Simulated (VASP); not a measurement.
# AlNi (NiAl (Pm-3m)) (Pm-3m) in VASP: notebook, part 2 of 2

VASP 6.6.1.

## Step 3: Relaxation of cell and atoms, PBE

This run uses another cell than the first one, of 11.69 Å³/atom, 0.967 times its volume.

File INCAR:

```
PREC     = Accurate       # precision mode
ENCUT    = 600            # plane-wave cutoff, eV
EDIFF    = 1E-7           # SCF threshold, eV
ISMEAR   = 1              # smearing method
SIGMA    = 0.1            # smearing width, eV
LREAL    = False          # projectors in reciprocal space
LASPH    = True           # aspherical terms in the spheres
NELM     = 120            # most SCF steps
ALGO     = Normal         # electronic algorithm
ISIF     = 3              # what is computed and relaxed
LWAVE    = False          # write WAVECAR
LCHARG   = False          # write CHGCAR
GGA      = PE             # functional
IBRION   = 2              # ionic algorithm
NSW      = 80             # ionic steps
EDIFFG   = -0.005         # ionic threshold
GGA_COMPAT= False        
NELMIN   = 4
```

File KPOINTS:

```
regular mesh
0
Gamma
  13 13 13
```

File POSCAR:

```
AlNi
1.0
    2.8597113000      0.0000000000      0.0000000000
    0.0000000000      2.8597113000      0.0000000000
    0.0000000000      0.0000000000      2.8597113000
Al Ni
1 1
Direct
    0.5000000000      0.5000000000      0.5000000000
    0.0000000000      0.0000000000      0.0000000000
```

Potentials or basis: VASP PAW PBE potentials, release 64 (Al, Ni).

Started as:

```
$ cat potpaw_PBE.64/Al/POTCAR potpaw_PBE.64/Ni/POTCAR > POTCAR
$ mpirun -np 1 vasp_std > vasp.out
```

OUTCAR:

```text
PREC = Accurate
   ENCUT = 600
   EDIFF = 1E-7
   ISMEAR = 1
   LREAL = False
   LASPH = True
   NELM = 120
   ISIF = 3
   GGA = PE
   IBRION = 2
   NSW = 80
   EDIFFG = -0.005
   NELMIN = 4

 ion  position               nearest neighbor table
   1  0.500  0.500  0.500-   2 2.48   2 2.48   2 2.48   2 2.48   2 2.48   2 2.48   2 2.48   2 2.48

   2  0.000  0.000  0.000-   1 2.48   1 2.48   1 2.48   1 2.48   1 2.48   1 2.48   1 2.48   1 2.48

  LATTYP: Found a simple cubic cell.
 ALAT       =     2.8597113000

  Lattice vectors:

 A1 = (   2.8597113000,   0.0000000000,   0.0000000000)
 A2 = (   0.0000000000,   2.8597113000,   0.0000000000)
 A3 = (   0.0000000000,   0.0000000000,   2.8597113000)

Analysis of symmetry for initial positions (statically):
=====================================================================
 Subroutine PRICEL returns:
 Original cell was already a primitive cell.

 Routine SETGRP: Setting up the symmetry group for a
 simple cubic supercell.

 Subroutine GETGRP returns: Found 48 space group operations
 (whereof 48 operations were pure point group operations)
 out of a pool of 48 trial point group operations.

The static configuration has the point symmetry O_h .

Analysis of symmetry for dynamics (positions and initial velocities):
=====================================================================
 Subroutine PRICEL returns:
 Original cell was already a primitive cell.

 Routine SETGRP: Setting up the symmetry group for a
 simple cubic supercell.

 Subroutine GETGRP returns: Found 48 space group operations
 (whereof 48 operations were pure point group operations)
 out of a pool of 48 trial point group operations.

The dynamic configuration has the point symmetry O_h .

 Subroutine INISYM returns: Found 48 space group operations
 (whereof 48 operations are pure point group operations),
 and found     1 'primitive' translations

----------------------------------------------------------------------------------------

                                     Primitive cell

  volume of cell :      23.3866

  direct lattice vectors                    reciprocal lattice vectors
     2.859711300  0.000000000  0.000000000     0.349685648  0.000000000  0.000000000
     0.000000000  2.859711300  0.000000000     0.000000000  0.349685648  0.000000000
     0.000000000  0.000000000  2.859711300     0.000000000  0.000000000  0.349685648

  length of vectors
     2.859711300  2.859711300  2.859711300     0.349685648  0.349685648  0.349685648

  position of ions in fractional coordinates (direct lattice)
     0.500000000  0.500000000  0.500000000
     0.000000000  0.000000000  0.000000000

  ion indices of the primitive-cell ions
   primitive index   ion index
                 1           1
                 2           2

----------------------------------------------------------------------------------------

 KPOINTS: regular mesh

Automatic generation of k-mesh.
 Grid dimensions read from file:
 generate k-points for:   13   13   13

 Generating k-lattice:

  Cartesian coordinates                     Fractional coordinates (reciprocal lattice)
     0.026898896  0.000000000  0.000000000     0.076923077  0.000000000  0.000000000
     0.000000000  0.026898896  0.000000000     0.000000000  0.076923077  0.000000000
     0.000000000  0.000000000  0.026898896     0.000000000  0.000000000  0.076923077

  Length of vectors
     0.026898896  0.026898896  0.026898896

  Shift w.r.t. Gamma in fractional coordinates (k-lattice)
     0.000000000  0.000000000  0.000000000

 Subroutine IBZKPT returns following result:
 ===========================================

 Found     84 irreducible k-points:

 Following reciprocal coordinates:
            Coordinates               Weight
  0.000000  0.000000  0.000000      1.000000
  0.076923  0.000000  0.000000      6.000000
  0.153846  0.000000  0.000000      6.000000
  0.230769  0.000000  0.000000      6.000000
  0.307692  0.000000  0.000000      6.000000
  0.384615  0.000000  0.000000      6.000000
[... 16 lines left out ...]
  0.307692  0.307692  0.000000     12.000000
  0.384615  0.307692  0.000000     24.000000
 [... further k-points ...]
   k-points           NKPTS =     84   k-points in BZ     NKDIM =     84   number of bands    NBANDS=     10
   number of dos      NEDOS =    301   number of ions     NIONS =      2
   total plane-waves  NPLWV =  13824
   dimension x,y,z NGX =    24 NGY =   24 NGZ =   24
   dimension x,y,z NGXF=    48 NGYF=   48 NGZF=   48
   ions per type =               1   1
   NGX,Y,Z   is equivalent  to a cutoff of  13.95, 13.95, 13.95 a.u.
   NGXF,Y,Z  is equivalent  to a cutoff of  27.90, 27.90, 27.90 a.u.
 SYSTEM =  unknown system
   PREC   = accura    normal or accurate (medium, high low for compatibility)
   ISTART =      0    job   : 0-new  1-cont  2-samecut
   ICHARG =      2    charge: 1-file 2-atom 10-const
   ISPIN  =      1    spin polarized calculation?
   LNONCOLLINEAR =      F non collinear calculations
   LSORBIT =      F    spin-orbit coupling
   LASPH  =      T    aspherical Exc in radial PAW
   ENCUT  =  600.0 eV  44.10 Ry    6.64 a.u.   5.71  5.71  5.71*2*pi/ulx,y,z
   NELM   =    120;   NELMIN=  4; NELMDL= -5     # of ELM steps
   EDIFF  = 0.1E-06   stopping-criterion for ELM
   LREAL  =      F    real-space projection
   EDIFFG = -.5E-02   stopping-criterion for IOM
   NSW    =     80    number of steps for IOM
   IBRION =      2    ionic relax: 0-MD 1-quasi-New 2-CG
   NFREE  =      1    steps in history (QN), initial steepest desc. (CG)
   ISIF   =      3    stress and relaxation
   ISYM   =      2    0-nonsym 1-usesym 2-fastsym
   POTIM  = 0.5000    time-step for ionic-motion
   TEBEG  =    0.0;   TEEND  =   0.0 temperature during run
   PSTRESS=    0.0 pullay stress
   NELECT =      13.0000    total number of electrons
   NUPDOWN=      -1.0000    fix difference up-down
   EMIN   =  10.00;   EMAX   =-10.00  energy-range for DOS
   EFERMI =   0.00;   METHOD = LEGACY
   ISMEAR =     1;   SIGMA  =   0.10  broadening in eV -4-tet -1-fermi 0-gaus
   EFERMI_NEDOS =   21; number of points for ismear=-14 and -15
   IALGO  =     38    algorithm
   IMIX   =      4    mixing-type and parameters
     AMIX     =   0.40;   BMIX     =  1.00
     AMIX_MAG =   1.60;   BMIX_MAG =  1.00
  volume/ion in A,a.u.               =      11.69        78.91
  Fermi-wavevector in a.u.,A,eV,Ry     =   1.346068  2.543700 24.652394  1.811900
  Thomas-Fermi vector in A             =   2.473930
   LORBIT       =      0    0 simple, 1 ext, 2 COOP (PROOUT), +10 PAW based schemes
   GGA     = PE    functional components
   LHFCALC =     F    Hartree Fock is set to
   AEXX    =    0.0000 exact exchange contribution
   IVDW    =     0    specifies the selected vdW correction
   LEPSILON=     F    determine dielectric tensor
   LRPA    =     F    only Hartree local field effects (RPA)
 conjugate gradient relaxation of ions
 non-spin polarized calculation
 Methfessel and Paxton  Order N= 1 SIGMA  =   0.10
  energy-cutoff  :      600.00
  volume of cell :       23.39
 maximum number of plane-waves:       800
 NGX is ok and might be reduce to    24
   NGX = 11   NGY = 11   NGZ = 11

--------------------------------------- Ionic step        1  -------------------------------------------

 number of electron      13.0000010 magnetization

 Free energy of the ion-electron system (eV)
  ---------------------------------------------------
  ext. energy  EPLUGINS =         0.00000000
  ---------------------------------------------------
  free energy    TOTEN  =       -10.52828159 eV

  energy without entropy =      -10.52846803  energy(sigma->0) =      -10.52834374

 E-fermi :  10.2890     XC(G=0): -12.1556

 val. band max:       10.2556987015   @ k =   0.3846   0.2308   0.1538
 cond. band min:      10.3620763208   @ k =   0.3846   0.3077   0.1538
 fundamental gap:      0.1063776193
 Fermi energy:        10.2890321288

 k-point     1 :       0.0000    0.0000    0.0000
  band No.  band energies     occupation
      1      -0.9788      2.00000
      2       6.9891      2.00000
      3       6.9891      2.00000
      4       8.7360      2.00000
      5       8.7360      2.00000
      6       8.7360      2.00000
      7      15.9176      0.00000
      8      15.9176      0.00000
      9      15.9176      0.00000
     10      18.5195      0.00000
[... 368 lines left out ...]
  energy  without entropy=      -10.5341005441  energy(sigma->0) =      -10.53388540

--------------------------------------- Ionic step        3  -------------------------------------------

 number of electron      13.0000013 magnetization

 Free energy of the ion-electron system (eV)
  ---------------------------------------------------
  ext. energy  EPLUGINS =         0.00000000
  ---------------------------------------------------
  free energy    TOTEN  =       -10.54234633 eV

  energy without entropy =      -10.54264316  energy(sigma->0) =      -10.54244527

 E-fermi :   9.8370     XC(G=0): -11.9930

 val. band max:        9.8007114450   @ k =   0.3846   0.2308   0.1538
 cond. band min:       9.9102192068   @ k =   0.3846   0.3077   0.1538
 fundamental gap:      0.1095077618
 Fermi energy:         9.8369649837

 k-point     1 :       0.0000    0.0000    0.0000
  band No.  band energies     occupation
      1      -1.1798      2.00000
      2       6.7026      2.00000
      3       6.7026      2.00000
      4       8.3560      2.00000
      5       8.3560      2.00000
      6       8.3560      2.00000
      7      15.3247      0.00000
      8      15.3247      0.00000
      9      15.3247      0.00000
     10      17.9609      0.00000
[... 328 lines left out ...]
  FREE ENERGIE OF THE ION-ELECTRON SYSTEM (eV)
  ---------------------------------------------------
  free  energy   TOTEN  =       -10.5423463250 eV

  energy  without entropy=      -10.5426431555  energy(sigma->0) =      -10.54244527

 reached required accuracy - stopping structural energy minimisation
```

Wall time 16 s (1 thread of Intel Xeon 6975P-C (Granite Rapids), shared host); peak memory 0.16 GiB.

Results:

```yaml
Free_energy: -10.5423 eV
Relaxed_volume: 12.10 Å³/atom
Relaxed_cell: a = 2.892 Å, b = 2.892 Å, c = 2.892 Å, α = 90.00°, β = 90.00°, γ = 90.00°
Space_group_after_relaxing_to_0.05_Å: Pm-3m (No. 221)
Energy_gained_by_relaxing: 7.0 meV/atom
Ionic_steps: 3
Pressure_after_relaxing: 0.0 GPa
```

The path:
```
step  energy change (eV)  largest force (eV/Å)  pressure (GPa)  volume (Å³)
   1              0.0000                0.0000            5.80        23.39
   2             -0.0055                0.0000           -4.06        24.85
   3             -0.0141                0.0000           -0.01        24.19
```

Final structure:
```
CELL_PARAMETERS angstrom
2.89210 0.00000 0.00000
0.00000 2.89210 0.00000
0.00000 0.00000 2.89210
ATOMIC_POSITIONS crystal
Al 0.50000 0.50000 0.50000
Ni 0.00000 0.00000 0.00000
```

Spin polarisation is off, so any magnetic state and its effect on volume and gap are missing.
